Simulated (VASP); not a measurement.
Here is a VASP 6.6.1 calculation.

Contents of INCAR:

```
PREC = Accurate
ENCUT = 520
EDIFF = 1E-6
ISMEAR = -1
SIGMA = 0.13605693000000002
LREAL = F
LASPH = T
NELM = 60
ALGO = Normal
ISIF = 2
LWAVE = F
LCHARG = F
GGA = PS
NBANDS = 11
```

KPOINTS

```
regular mesh
0
Gamma
  11 11 11
```

POSCAR

```
Ca
1.0
   -2.1645488840      2.1645488840      2.1645488840
    2.1645488840     -2.1645488840      2.1645488840
    2.1645488840      2.1645488840     -2.1645488840
Ca
1
Direct
    0.0000000000      0.0000000000      0.0000000000
```

Potentials or basis: VASP PAW PBE potentials, release 64 (Ca_sv).

Run with:

```sh
$ cat potpaw_PBE.64/Ca_sv/POTCAR > POTCAR
$ mpirun -np 1 vasp_std > vasp.out
```

Estimate the pressure.

0.0 GPa.

Predict the band gap on the k mesh.

zero (band 5 reaches 2.37 eV, above the bottom of band 6 at 2.10 eV).

Caveat: the PAW data sets were made with another functional, which shifts forces and pressure a little.
